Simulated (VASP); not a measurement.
# Ta2N: single point with PBEsol

The system is Ta2N.

```xyz
3
Lattice="3.0783 -0.2155 0.0000 -1.7257 2.7736 0.0000 0.0000 0.0000 4.4863" Properties=species:S:1:pos:R:3 pbc="T T T"
Ta    1.4769    0.7809    3.3484
Ta   -0.1244    1.7772    1.1378
N     0.0000    0.0000    0.0000
```

This cell differs from its parent crystal: engineering shear strain xy -0.1400, normal strain along z -0.0700.

- Program: VASP 6.6.1
- Task: single point
- Functional: PBEsol
- Potentials or basis: VASP PAW PBE potentials, release 64 (Ta_pv, N)
- Cutoff: 520 eV
- k mesh: 15 × 15 × 8
- Occupations: gaussian, width 0.15 eV
- Spin: no spin polarisation

The pressure is 33.3 GPa, the largest force is 0.486 eV/Å and the band gap on the k mesh is zero (an odd number of electrons rules out a gap without spin polarisation).

Forces on the atoms (eV/Å):
```
Ta   0.195  0.064 -0.441
Ta  -0.195 -0.064  0.441
N    0.000  0.000  0.000
```

Stress tensor (GPa, compression positive):
```
 26.81  27.09 -11.05
 27.09  27.03  -1.91
-11.05  -1.91  46.17
```

Levels at points of the mesh, in eV from the Fermi level:
```
           k point  band 10  band 11  band 12  band 13  band 14  band 15  band 16  band 17
(0.00, 0.00, 0.00)    -6.20    -4.62    -1.30    -0.42     0.02     0.24     0.36     0.94
(0.00, 0.00, 0.50)    -6.51    -2.69    -2.46    -2.14    -0.38     1.47     1.95     2.95
```

Run time: 18 min on 1 thread of Oxide Virtual Turin-like Processor, with other jobs on the host, peak memory 0.6 GiB.

Caveat: the cell differs from its parent crystal (engineering shear strain xy -0.1400, normal strain along z -0.0700); the stress differs along the axes, from 27 to 46 GPa; the PAW data sets were made with another functional, which shifts forces and pressure a little; spin-orbit coupling is left out, which moves the levels of the heavy elements.
